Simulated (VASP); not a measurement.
Input of a VASP 6.6.1 run:

Contents of INCAR:

```
SYSTEM = TaAs
ALGO     = Normal         ! electronic algorithm
EDIFF    = 1E-7           ! SCF threshold, eV
EDIFFG   = -0.01          ! ionic threshold
ENCUT    = 600            ! plane-wave cutoff, eV
GGA      = PE             ! functional
IBRION   = 2              ! ionic algorithm
ISIF     = 3              ! what is computed and relaxed
ISMEAR   = 0              ! smearing method
LASPH    = .True.         ! aspherical terms in the spheres
LCHARG   = .False.        ! write CHGCAR
LREAL    = .False.        ! projectors in reciprocal space
LWAVE    = .False.        ! write WAVECAR
NELM     = 100            ! most SCF steps
NSW      = 100            ! ionic steps
PREC     = Accurate       ! precision mode
SIGMA    = 0.1            ! smearing width, eV
```

KPOINTS

```
k-points
0
Gamma
  18 18 16
  0 0 0
```

File POSCAR:

```
TaAs
1.0
    3.4211788896      0.0000000000      0.0000000000
   -1.7105894448      2.9628278293      0.0000000000
    0.0000000000      0.0000000000      3.4738355623
Ta As
1 1
Direct
    0.3333333333      0.6666666667      0.5000000000
    0.0000000000      0.0000000000      0.0000000000
```

Potentials or basis: VASP PAW PBE potentials, release 64 (Ta_pv, As).

Run with:

```console
$ cat potpaw_PBE.64/Ta_pv/POTCAR potpaw_PBE.64/As/POTCAR > POTCAR
$ mpirun -np 1 vasp_std > vasp.out
```

(1) Estimate the space group after relaxing (to 0.1 Å).

(2) Estimate the band gap on the k mesh.

(3) What does it give for the relaxed cell?

(4) Estimate the relaxed volume.

Results:

(1) P-6m2 (No. 187).

(2) zero (bands 8 and 9 overlap by 0.53 eV).

(3) a = 3.416 Å, b = 3.416 Å, c = 3.488 Å, α = 90.00°, β = 90.00°, γ = 120.00°.

(4) 17.62 Å³/atom.

Caveat: spin-orbit coupling is left out, which moves the levels of the heavy elements.
